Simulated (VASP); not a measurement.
**W3Se2: relaxation of cell and atoms with PBE**

Crystal: W3Se2.

```xyz
5
Lattice="4.1074 0.0000 0.0000 -2.0537 3.5572 0.0000 0.0000 0.0000 6.1386" Properties=species:S:1:pos:R:3 pbc="T T T"
W     0.0000    0.0000    0.0000
W     0.0000    2.3714    3.6537
W     2.0537    1.1857    2.4849
Se    0.0000    2.3714    1.0816
Se    2.0537    1.1857    5.0569
```

```json
{"Program": "VASP 6.6.1", "Task": "relaxation of cell and atoms", "Functional": "PBE", "Potentials or basis": "VASP PAW PBE potentials, release 64 (W_sv, Se)", "Cutoff": "600 eV", "k mesh": "12 × 12 × 6", "Occupations": "gaussian, width 0.1 eV", "Spin": "no spin polarisation", "Dipole correction": "no", "Further INCAR settings": "ALGO = Normal; EDIFF = 1e-07; IBRION = 2; EDIFFG = -0.01; NSW = 100; ISIF = 3"}
```

```
Relaxed volume                        : 17.91 Å³/atom
Relaxed cell                          : a = 4.102 Å, b = 4.102 Å, c = 6.145 Å, α = 90.00°, β = 90.00°, γ = 120.00°
Space group after relaxing (to 0.1 Å) : P-3m1 (No. 164)
Energy gained by relaxing             : 0.2 meV/atom
Ionic steps                           : 6
Pressure after relaxing               : 0.0 GPa
Largest force after relaxing          : 0.010 eV/Å
Band gap on the k mesh                : zero (bands 27 and 28 overlap by 1.38 eV)
```

Forces on the atoms (eV/Å):
```
W    0.000  0.000  0.000
W    0.000  0.000 -0.001
W    0.000  0.000  0.001
Se   0.000  0.000  0.010
Se   0.000  0.000 -0.010
```

Step by step:
```csv
step,energy change (eV),largest force (eV/Å),pressure (GPa),volume (Å³)
1,0.0000,0.1059,0.01,89.69
2,-0.0006,0.0501,-0.22,89.70
3,-0.0006,0.0462,-0.18,89.70
4,-0.0007,0.0262,0.28,89.44
5,-0.0008,0.0339,0.10,89.54
6,-0.0009,0.0097,0.03,89.57
```

Final structure:
```
W Se
1.0
     4.10241    0.00000    0.00000
    -2.05120    3.55279    0.00000
     0.00000    0.00000    6.14547
W Se
3 2
Direct
  0.00000 0.00000 0.00000
  0.33333 0.66667 0.59604
  0.66667 0.33333 0.40396
  0.33333 0.66667 0.17703
  0.66667 0.33333 0.82297
```

Levels at points of the mesh, in eV from the Fermi level:
```
           k point  band 23  band 24  band 25  band 26  band 27  band 28  band 29  band 30  band 31  band 32
(0.00, 0.00, 0.00)    -1.83    -1.51    -0.35    -0.35     0.00     0.27     0.27     0.91     0.91     1.51
(0.50, 0.00, 0.00)    -1.94    -1.13    -0.98    -0.82     0.13     0.15     0.32     1.50     1.97     2.20
(0.00, 0.00, 0.50)    -1.86    -1.86    -1.49    -1.49    -1.26    -1.25     1.92     2.10     2.53     2.53
(0.50, 0.00, 0.50)    -2.04    -1.27    -1.14    -0.38    -0.24     0.36     0.79     1.50     2.02     2.38
```

Wall time 8.6 min on 1 thread of Intel(R) Xeon(R) 6975P-C (Granite Rapids) (shared host), peak memory 0.46 GiB.

Caveat: spin-orbit coupling is left out, which moves the levels of the heavy elements.
